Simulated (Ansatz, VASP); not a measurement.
**Two plane-wave programs on Al3Cu2**

File INCAR:

```
  PREC = Accurate
  ENCUT = 520
  EDIFF = 1E-6
  ISMEAR = 0
  SIGMA = 0.15
  LREAL = F
  LASPH = T
  NELM = 100
  ALGO = Fast
  ISIF = 2
  LWAVE = F
  LCHARG = F
  GGA = PS
  NBANDS = 24
```

KPOINTS

```
regular mesh
0
Gamma
  12 12 10
```

Contents of POSCAR:

```
Al3Cu2
1.0
    4.0371068174      0.0000000000      0.0000000000
   -2.0185534087      3.4962370616      0.0000000000
    0.0000000000      0.0000000000      4.9821008425
Al Cu
3 2
Direct
    0.0000000000      0.0000000000      0.0000000000
    0.3333333333      0.6666666667      0.3515059809
    0.6666666667      0.3333333333      0.6484940191
    0.3333333333      0.6666666667      0.8422899817
    0.6666666667      0.3333333333      0.1577100183
```

Input for Ansatz:

```yaml
crystal:
  lattice:
    - [4.0371068174, 0.0, 0.0]
    - [-2.0185534087, 3.4962370616, 0.0]
    - [0.0, 0.0, 4.9821008425]
  atoms:
    - { symbol: Al, position: [0.0, 0.0, 0.0] }
    - { symbol: Al, position: [0.3333333333, 0.6666666667, 0.3515059809] }
    - { symbol: Al, position: [0.6666666667, 0.3333333333, 0.6484940191] }
    - { symbol: Cu, position: [0.3333333333, 0.6666666667, 0.8422899817] }
    - { symbol: Cu, position: [0.6666666667, 0.3333333333, 0.1577100183] }
basis:
  ecutwfc: 420
kpoints:
  mp_grid: { grid: [12, 12, 10] }
hamiltonian:
  xc: pbesol
scf:
  occupations: { method: gaussian, width: 0.15 }
output:
  forces: true
  stress: true
  eigenvalues: true
```

Change from the starting cell: strain -0.0150 x Voigt [1, 1, 0, 0, 0, 0], atoms carried along.

Alike in both runs: task single point; functional PBEsol; k mesh 12 × 12 × 10; occupations gaussian, width 0.15 eV; no spin polarisation.

|  | VASP | Ansatz |
| --- | --- | --- |
| version | VASP 6.6.1 | Ansatz 0.2.0 |
| potentials or method | VASP PAW PBE potentials, release 64 (Al, Cu), cutoff 520 eV | scalar-relativistic, plane waves, PAW |
| valence electrons in the cell | 31 | 47 |

|  | VASP | Ansatz | Ansatz less VASP |
| --- | --- | --- | --- |
| gap on the k mesh at the Fermi level (eV) | none | none | - |
| pressure (GPa) | 4.1 | 3.7 | -0.47 |
| traceless stress, the component that is largest in VASP (GPa) | -1.93 | -1.98 | -0.049 |
| rms of the force components (eV/Å) | 0.017 | 0.016 | -0.0016 |

VASP's potentials were made for PBE, not for PBEsol. Atom by atom the forces differ by 0.002 eV/Å (rms over components). A gap of «none» marks a metal or a gap that the smearing closes. VASP's potentials hold 31 valence electrons a cell and Ansatz's 47, so a difference there can come from the potentials and not from the codes.
